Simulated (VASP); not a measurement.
# RbCl (Fm-3m) in VASP: notebook

RbCl is run at these levels: PBEsol+D3(BJ), PBEsol; tasks: single point.

Program: VASP 6.6.1. These are calculated values, not measurements. Logs are shortened: lines on timing, memory, paths and dates and some standing lists are left out, and cuts for length are marked.

**1. The cell of the first run**

It takes space group Fm-3m (No. 225, cubic). Conventional cell: a = 6.540 Å, b = 6.540 Å, c = 6.540 Å, α = 90.00°, β = 90.00°, γ = 90.00°. Within 4.3 Å of Rb (site symmetry m-3m) lie 6 Cl at 3.27 Å. Cl (site symmetry m-3m) has 6 Rb at 3.27 Å within 4.3 Å.

**2. Single point, PBEsol+D3(BJ)**

INCAR

```
ALGO     = Normal         # electronic algorithm
EDIFF    = 1E-6           # SCF threshold, eV
ENCUT    = 500            # plane-wave cutoff, eV
GGA      = PS             # functional
GGA_COMPAT= F            
ISIF     = 2              # what is computed and relaxed
ISMEAR   = 0              # smearing method
IVDW     = 12             # dispersion correction
LASPH    = T              # aspherical terms in the spheres
LCHARG   = F              # write CHGCAR
LREAL    = F              # projectors in reciprocal space
LWAVE    = F              # write WAVECAR
NBANDS   = 15             # bands
NELM     = 120            # most SCF steps
PREC     = Accurate       # precision mode
SIGMA    = 0.02           # smearing width, eV
```

KPOINTS

```
k-points
0
Gamma
  6 6 6
```

POSCAR

```
RbCl
1.0
    0.0000000000      3.2701473197      3.2701473197
    3.2701473197      0.0000000000      3.2701473197
    3.2701473197      3.2701473197      0.0000000000
Rb Cl
1 1
Direct
    0.0000000000      0.0000000000      0.0000000000
    0.5000000000      0.5000000000      0.5000000000
```

Potentials or basis: VASP PAW PBE potentials, release 64 (Rb_sv, Cl).

The run is started by

```console
cat potpaw_PBE.64/Rb_sv/POTCAR potpaw_PBE.64/Cl/POTCAR > POTCAR
mpirun -np 1 vasp_std > vasp.out
```

OUTCAR:

```text
EDIFF = 1E-6
   ENCUT = 500
   GGA = PS
   ISIF = 2
   ISMEAR = 0
   IVDW = 12
   LASPH = T
   LREAL = F
   NELM = 120
   PREC = Accurate
 IVDW          = 12

 ion  position               nearest neighbor table
   1  0.000  0.000  0.000-   2 3.27   2 3.27   2 3.27   2 3.27   2 3.27   2 3.27
   2  0.500  0.500  0.500-   1 3.27   1 3.27   1 3.27   1 3.27   1 3.27   1 3.27

  LATTYP: Found a face centered cubic cell.
 ALAT       =     6.5402946394

  Lattice vectors:

 A1 = (   0.0000000000,   3.2701473197,   3.2701473197)
 A2 = (   3.2701473197,   0.0000000000,   3.2701473197)
 A3 = (   3.2701473197,   3.2701473197,   0.0000000000)

Analysis of symmetry for initial positions (statically):
=====================================================================
 Subroutine PRICEL returns:
 Original cell was already a primitive cell.

 Routine SETGRP: Setting up the symmetry group for a
 face centered cubic supercell.

 Subroutine GETGRP returns: Found 48 space group operations
 (whereof 48 operations were pure point group operations)
 out of a pool of 48 trial point group operations.

The static configuration has the point symmetry O_h .

Analysis of symmetry for dynamics (positions and initial velocities):
=====================================================================
 Subroutine PRICEL returns:
 Original cell was already a primitive cell.

 Routine SETGRP: Setting up the symmetry group for a
 face centered cubic supercell.

 Subroutine GETGRP returns: Found 48 space group operations
 (whereof 48 operations were pure point group operations)
 out of a pool of 48 trial point group operations.

The dynamic configuration has the point symmetry O_h .

 Subroutine INISYM returns: Found 48 space group operations
 (whereof 48 operations are pure point group operations),
 and found     1 'primitive' translations

----------------------------------------------------------------------------------------

                                     Primitive cell

  volume of cell :      69.9410

  direct lattice vectors                    reciprocal lattice vectors
     0.000000000  3.270147320  3.270147320    -0.152898310  0.152898310  0.152898310
     3.270147320  0.000000000  3.270147320     0.152898310 -0.152898310  0.152898310
     3.270147320  3.270147320  0.000000000     0.152898310  0.152898310 -0.152898310

  length of vectors
     4.624686690  4.624686690  4.624686690     0.264827642  0.264827642  0.264827642

  position of ions in fractional coordinates (direct lattice)
     0.000000000  0.000000000  0.000000000
     0.500000000  0.500000000  0.500000000

  ion indices of the primitive-cell ions
   primitive index   ion index
                 1           1
                 2           2

----------------------------------------------------------------------------------------

 KPOINTS: k-points

Automatic generation of k-mesh.
 Grid dimensions read from file:
 generate k-points for:    6    6    6

 Generating k-lattice:

  Cartesian coordinates                     Fractional coordinates (reciprocal lattice)
    -0.025483052  0.025483052  0.025483052     0.166666667  0.000000000  0.000000000
     0.025483052 -0.025483052  0.025483052     0.000000000  0.166666667  0.000000000
     0.025483052  0.025483052 -0.025483052     0.000000000  0.000000000  0.166666667

  Length of vectors
     0.044137940  0.044137940  0.044137940

  Shift w.r.t. Gamma in fractional coordinates (k-lattice)
     0.000000000  0.000000000  0.000000000

 Subroutine IBZKPT returns following result:
 ===========================================

 Found     16 irreducible k-points:

 Following reciprocal coordinates:
            Coordinates               Weight
  0.000000  0.000000  0.000000      1.000000
  0.166667  0.000000  0.000000      8.000000
  0.333333  0.000000  0.000000      8.000000
  0.500000  0.000000  0.000000      4.000000
  0.166667  0.166667  0.000000      6.000000
  0.333333  0.166667  0.000000     24.000000
[... 8 lines left out ...]
 -0.333333  0.333333  0.166667     24.000000
 -0.333333  0.500000  0.166667     12.000000
   k-points           NKPTS =     16   k-points in BZ     NKDIM =     16   number of bands    NBANDS=     15
   number of dos      NEDOS =    301   number of ions     NIONS =      2
   total plane-waves  NPLWV =  46656
   dimension x,y,z NGX =    36 NGY =   36 NGZ =   36
   dimension x,y,z NGXF=    72 NGYF=   72 NGZF=   72
   ions per type =               1   1
   NGX,Y,Z   is equivalent  to a cutoff of  12.94, 12.94, 12.94 a.u.
   NGXF,Y,Z  is equivalent  to a cutoff of  25.88, 25.88, 25.88 a.u.
 SYSTEM =  unknown system
   PREC   = accura    normal or accurate (medium, high low for compatibility)
   ISTART =      0    job   : 0-new  1-cont  2-samecut
   ICHARG =      2    charge: 1-file 2-atom 10-const
   ISPIN  =      1    spin polarized calculation?
   LNONCOLLINEAR =      F non collinear calculations
   LSORBIT =      F    spin-orbit coupling
   LASPH  =      T    aspherical Exc in radial PAW
   ENCUT  =  500.0 eV  36.75 Ry    6.06 a.u.   8.43  8.43  8.43*2*pi/ulx,y,z
   NELM   =    120;   NELMIN=  2; NELMDL= -5     # of ELM steps
   EDIFF  = 0.1E-05   stopping-criterion for ELM
   LREAL  =      F    real-space projection
   EDIFFG = 0.1E-04   stopping-criterion for IOM
   NSW    =      0    number of steps for IOM
   IBRION =     -1    ionic relax: 0-MD 1-quasi-New 2-CG
   NFREE  =      0    steps in history (QN), initial steepest desc. (CG)
   ISIF   =      2    stress and relaxation
   ISYM   =      2    0-nonsym 1-usesym 2-fastsym
   POTIM  = 0.5000    time-step for ionic-motion
   TEBEG  =    0.0;   TEEND  =   0.0 temperature during run
   PSTRESS=    0.0 pullay stress
   NELECT =      16.0000    total number of electrons
   NUPDOWN=      -1.0000    fix difference up-down
   EMIN   =  10.00;   EMAX   =-10.00  energy-range for DOS
   EFERMI =   0.00;   METHOD = LEGACY
   ISMEAR =     0;   SIGMA  =   0.02  broadening in eV -4-tet -1-fermi 0-gaus
   EFERMI_NEDOS =   21; number of points for ismear=-14 and -15
   IALGO  =     38    algorithm
   IMIX   =      4    mixing-type and parameters
     AMIX     =   0.40;   BMIX     =  1.00
     AMIX_MAG =   1.60;   BMIX_MAG =  1.00
  volume/ion in A,a.u.               =      34.97       235.99
  Fermi-wavevector in a.u.,A,eV,Ry     =   1.001238  1.892066 13.639546  1.002478
  Thomas-Fermi vector in A             =   2.133647
   LORBIT       =      0    0 simple, 1 ext, 2 COOP (PROOUT), +10 PAW based schemes
   GGA     = PS    functional components
   LHFCALC =     F    Hartree Fock is set to
   AEXX    =    0.0000 exact exchange contribution
   IVDW    =    12    specifies the selected vdW correction
   LEPSILON=     F    determine dielectric tensor
   LRPA    =     F    only Hartree local field effects (RPA)
 non-spin polarized calculation
 Gauss-broadening in eV      SIGMA  =   0.02
  energy-cutoff  :      500.00
  volume of cell :       69.94
 maximum number of plane-waves:      1807
 NGX is ok and might be reduce to    36
   NGX = 17   NGY = 17   NGZ = 17

 number of electron      16.0000001 magnetization

 Free energy of the ion-electron system (eV)
  ---------------------------------------------------
  ext. energy  EPLUGINS =         0.00000000
  ---------------------------------------------------
  free energy    TOTEN  =        -6.89446774 eV

  energy without entropy =       -6.89446774  energy(sigma->0) =       -6.89446774

 E-fermi :  -1.7732     XC(G=0):  -7.6055

 val. band max:       -1.8807423063   @ k =   0.0000   0.0000   0.0000
 cond. band min:       3.0169402311   @ k =   0.0000   0.0000   0.0000
 fundamental gap:      4.8976825374
 Fermi energy:        -1.7731577972

 k-point     1 :       0.0000    0.0000    0.0000
  band No.  band energies     occupation
      1     -25.7136      2.00000
      2     -13.8669      2.00000
      3      -9.7736      2.00000
      4      -9.7736      2.00000
      5      -9.7736      2.00000
      6      -1.8807      2.00000
      7      -1.8807      2.00000
      8      -1.8807      2.00000
      9       3.0169      0.00000
     10       6.0336      0.00000
     11       6.0336      0.00000
     12       6.0336      0.00000
     13       7.0272      0.00000
     14       7.0272      0.00000
     15      10.0845      0.00000

 k-point     2 :       0.1667    0.0000    0.0000
  band No.  band energies     occupation
      1     -25.7091      2.00000
      2     -13.8847      2.00000
      3      -9.7768      2.00000
      4      -9.7768      2.00000
      5      -9.7654      2.00000
      6      -2.1561      2.00000
      7      -1.9777      2.00000
      8      -1.9777      2.00000
      9       3.6577      0.00000
     10       5.8515      0.00000
     11       6.3876      0.00000
     12       6.3876      0.00000
     13       7.4508      0.00000
     14       7.4508      0.00000
     15      11.1815      0.00000

 k-point     3 :       0.3333    0.0000    0.0000
  band No.  band energies     occupation
      1     -25.7001      2.00000
      2     -13.9198      2.00000
      3      -9.7833      2.00000
      4      -9.7833      2.00000
      5      -9.7497      2.00000
      6      -2.6067      2.00000
      7      -2.1601      2.00000
      8      -2.1601      2.00000
      9       5.0137      0.00000
     10       5.8520      0.00000
     11       7.3675      0.00000
     12       7.3675      0.00000
     13       8.5194      0.00000
     14       8.5194      0.00000
     15      11.0269      0.00000
[... 199 lines left out ...]
 k-point    15 :      -0.3333    0.3333    0.1667
  band No.  band energies     occupation
      1     -25.6916      2.00000
      2     -13.8739      2.00000
      3      -9.9274      2.00000
      4      -9.9192      2.00000
      5      -9.7615      2.00000
      6      -2.4577      2.00000
      7      -2.1653      2.00000
      8      -2.1557      2.00000
      9       5.7312      0.00000
     10       5.8075      0.00000
     11       7.6499      0.00000
     12       7.7295      0.00000
     13       9.1596      0.00000
     14       9.7776      0.00000
     15      10.1785      0.00000

 k-point    16 :      -0.3333    0.5000    0.1667
  band No.  band energies     occupation
      1     -25.6904      2.00000
      2     -13.8430      2.00000
      3     -10.0157      2.00000
      4      -9.9289      2.00000
      5      -9.7909      2.00000
      6      -2.2640      2.00000
      7      -2.1735      2.00000
      8      -2.0641      2.00000
      9       4.9090      0.00000
     10       6.6096      0.00000
     11       6.9043      0.00000
     12       7.9583      0.00000
     13       8.9778      0.00000
     14       9.9511      0.00000
     15      10.4264      0.00000

------------------------ aborting loop because EDIFF is reached ----------------------------------------

 Edisp (eV)   -0.38414

 E8    (eV) :    -0.2712

  FORCE on cell =-STRESS in cart. coord.  units (eV):
  Direction    XX          YY          ZZ          XY          YZ          ZX
  --------------------------------------------------------------------------------------
  -------------------------------------------------------------------------------------
  Total      -0.39298    -0.39298    -0.39298     0.00000     0.00000     0.00000
  in kB      -9.00214    -9.00214    -9.00214     0.00000     0.00000     0.00000
  external pressure =       -9.00 kB  Pullay stress =        0.00 kB

 VOLUME and BASIS-vectors are now :
 -----------------------------------------------------------------------------
  energy-cutoff  :      500.00
  volume of cell :       69.94
      direct lattice vectors                 reciprocal lattice vectors
     0.000000000  3.270147320  3.270147320    -0.152898310  0.152898310  0.152898310
     3.270147320  0.000000000  3.270147320     0.152898310 -0.152898310  0.152898310
     3.270147320  3.270147320  0.000000000     0.152898310  0.152898310 -0.152898310

 POSITION                                       TOTAL-FORCE (eV/Angst)
 -----------------------------------------------------------------------------------
      0.00000      0.00000      0.00000        -0.000000      0.000000      0.000000
      3.27015      3.27015      3.27015         0.000000     -0.000000     -0.000000
 -----------------------------------------------------------------------------------
    total drift:                                0.000000      0.000000      0.000000

  FREE ENERGIE OF THE ION-ELECTRON SYSTEM (eV)
  ---------------------------------------------------
  free  energy   TOTEN  =        -7.2786125880 eV

  energy  without entropy=       -7.2786125880  energy(sigma->0) =       -7.27861259
```

It took 24 s on 1 thread of AMD EPYC 7R43 (Zen 3), shared host; peak memory 0.18 GiB.

Results:

```yaml
Free_energy: -7.2786 eV
Pressure: -0.9 GPa
Band_gap_on_the_k_mesh: 4.90 eV
Dispersion_energy_per_atom: -0.192 eV
```

Caveat: the PAW data sets were made with another functional, which shifts forces and pressure a little.

**3. Single point, PBEsol**

INCAR

```
SYSTEM = RbCl
ALGO = Normal
EDIFF = 1E-6
ENCUT = 500
GGA = PS
GGA_COMPAT = .FALSE.
ISIF = 2
ISMEAR = 0
LASPH = .TRUE.
LCHARG = .FALSE.
LREAL = .FALSE.
LWAVE = .FALSE.
NBANDS = 15
NELM = 120
PREC = Accurate
SIGMA = 0.01
```

KPOINTS

```
k-points
0
G
  6 6 6
  0 0 0
```

POSCAR is that of step 2.

Potentials or basis: VASP PAW PBE potentials, release 64 (Rb_sv, Cl).

The run is started by

```console
cat potpaw_PBE.64/Rb_sv/POTCAR potpaw_PBE.64/Cl/POTCAR > POTCAR
mpirun -np 1 vasp_std > vasp.out
```

It took 24 s on 1 thread of AMD EPYC 7R43 (Zen 3), shared host; peak memory 0.17 GiB.

It converged, with:

| Property | Result |
| --- | --- |
| Free energy | -6.8945 eV |
| Pressure | 0.0 GPa |
| Band gap on the k mesh | 4.90 eV |

Levels at points of the mesh, in eV from the valence-band top:
| k point | band 6 | band 7 | band 8 | band 9 | band 10 | band 11 |
| --- | --- | --- | --- | --- | --- | --- |
| (0.00, 0.00, 0.00) | 0.00 | 0.00 | 0.00 | 4.90 | 7.91 | 7.91 |
| (0.50, 0.00, 0.00) | -0.92 | -0.37 | -0.37 | 7.66 | 7.93 | 10.16 |
| (0.50, 0.50, 0.00) | -0.33 | -0.10 | -0.10 | 6.07 | 8.03 | 9.66 |

Caveat: the PAW data sets were made with another functional, which shifts forces and pressure a little.

**4. Single point, PBEsol**

This run uses another cell than the first one, of 36.22 Å³/atom.

INCAR

```
SYSTEM = RbCl
ALGO = Normal
EDIFF = 1E-6
ENCUT = 500
GGA = PS
GGA_COMPAT = .False.
ISIF = 2
ISMEAR = 0
LASPH = .True.
LCHARG = .False.
LREAL = .False.
LWAVE = .False.
NBANDS = 15
NELM = 120
PREC = Accurate
SIGMA = 0.1
```

KPOINTS

```
k-points
0
Gamma
  6 6 6
  0 0 0
```

POSCAR

```
RbCl
1.0
    0.0000000000      3.3087073290      3.3087073290
    3.3087073290      0.0000000000      3.3087073290
    3.3087073290      3.3087073290      0.0000000000
Rb Cl
1 1
Direct
    0.0000000000      0.0000000000      0.0000000000
    0.5000000000      0.5000000000      0.5000000000
```

Potentials or basis: VASP PAW PBE potentials, release 64 (Rb_sv, Cl).

The run is started by

```console
cat potpaw_PBE.64/Rb_sv/POTCAR potpaw_PBE.64/Cl/POTCAR > POTCAR
mpirun -np 1 vasp_std > vasp.out
```

OUTCAR:

```text
SYSTEM = RbCl
   EDIFF = 1E-6
   ENCUT = 500
   GGA = PS
   ISIF = 2
   ISMEAR = 0
   LASPH = .True.
   LREAL = .False.
   NELM = 120
   PREC = Accurate

 ion  position               nearest neighbor table
   1  0.000  0.000  0.000-   2 3.31   2 3.31   2 3.31   2 3.31   2 3.31   2 3.31
   2  0.500  0.500  0.500-   1 3.31   1 3.31   1 3.31   1 3.31   1 3.31   1 3.31

  LATTYP: Found a face centered cubic cell.
 ALAT       =     6.6174146580

  Lattice vectors:

[... 466 lines left out ...]

  FORCE on cell =-STRESS in cart. coord.  units (eV):
  Direction    XX          YY          ZZ          XY          YZ          ZX
  --------------------------------------------------------------------------------------
  -------------------------------------------------------------------------------------
  Total       -0.2291212     -0.2291212     -0.2291212     -0.0000000     -0.0000000      0.0000000
  in kB       -5.0672319     -5.0672319     -5.0672319     -0.0000000     -0.0000000      0.0000000
  external PRESSURE =      -5.0672319 kB  Pullay stress =       0.0000000 kB

 VOLUME and BASIS-vectors are now :
 -----------------------------------------------------------------------------
  energy-cutoff  :      500.00
  volume of cell :       72.44
      direct lattice vectors                 reciprocal lattice vectors
     0.000000000  3.308707329  3.308707329    -0.151116418  0.151116418  0.151116418
     3.308707329  0.000000000  3.308707329     0.151116418 -0.151116418  0.151116418
     3.308707329  3.308707329  0.000000000     0.151116418  0.151116418 -0.151116418

 POSITION                                       TOTAL-FORCE (eV/Angst)
 -----------------------------------------------------------------------------------
      0.00000      0.00000      0.00000        -0.000000      0.000000      0.000000
      3.30871      3.30871      3.30871         0.000000     -0.000000     -0.000000
 -----------------------------------------------------------------------------------
    total drift:                                0.000000      0.000000      0.000000

  FREE ENERGIE OF THE ION-ELECTRON SYSTEM (eV)
  ---------------------------------------------------
  free  energy   TOTEN  =        -6.8912437625 eV

  energy  without entropy=       -6.8912437625  energy(sigma->0) =       -6.89124376
```

stdout:

```text
POSCAR found type information on POSCAR RbCl
 POSCAR found :  2 types and       2 ions
 scaLAPACK will be used
 -----------------------------------------------------------------------------
|                                                                             |
|                                                                             |
|     You enforced a specific xc type in the INCAR file but a different       |
|     I HOPE YOU KNOW WHAT YOU ARE DOING!                                     |
|                                                                             |
 -----------------------------------------------------------------------------

 LDA part: xc-table for (Slater+PW92), standard interpolation
 POSCAR, INCAR and KPOINTS ok, starting setup
 FFT: planning ... GRIDC
 FFT: planning ... GRID_SOFT
 FFT: planning ... GRID
 WAVECAR not read
 entering main loop
```

Run time: 24 s. Hardware: 1 thread of AMD EPYC 7R43 (Zen 3), shared host; peak memory 0.17 GiB.

Results:

- Free energy: -6.8912 eV
- Pressure: -0.5 GPa
- Band gap on the k mesh: 4.80 eV

Levels at points of the mesh, in eV from the valence-band top:
```
           k point  band 5  band 6  band 7  band 8  band 9  band 10  band 11  band 12
(0.00, 0.00, 0.00)   -7.98    0.00    0.00    0.00    4.80     7.90     7.90     7.90
(0.50, 0.00, 0.00)   -7.95   -0.86   -0.33   -0.33    7.55     7.81    10.03    10.03
(0.50, 0.50, 0.00)   -8.07   -0.33   -0.11   -0.11    6.10     7.87     9.47     9.97
```

Caveat: the PAW data sets were made with another functional, which shifts forces and pressure a little.

**5. Overview**

| level | cell | smearing | gap on the mesh (eV) | pressure (GPa) |
| --- | --- | --- | --- | --- |
| PBEsol+D3(BJ) | a = 4.625 Å, angles 60.0°, 2 atoms | gaussian 0.02 eV | 4.90 | -0.9 |
| PBEsol | a = 4.625 Å, angles 60.0°, 2 atoms | gaussian 0.01 eV | 4.90 | 0.0 |
| PBEsol | a = 4.679 Å, angles 60.0°, 2 atoms | gaussian 0.1 eV | 4.80 | -0.5 |

Alike in all rows: task single point; potentials or basis VASP PAW PBE potentials, release 64 (Rb_sv, Cl); no spin polarisation; k mesh 6 × 6 × 6; cutoff (eV) 500.

Caveats: the PAW data sets were made with another functional, which shifts forces and pressure a little.

Total energies depend on the potentials used, so only differences within one code and one set of settings carry meaning.
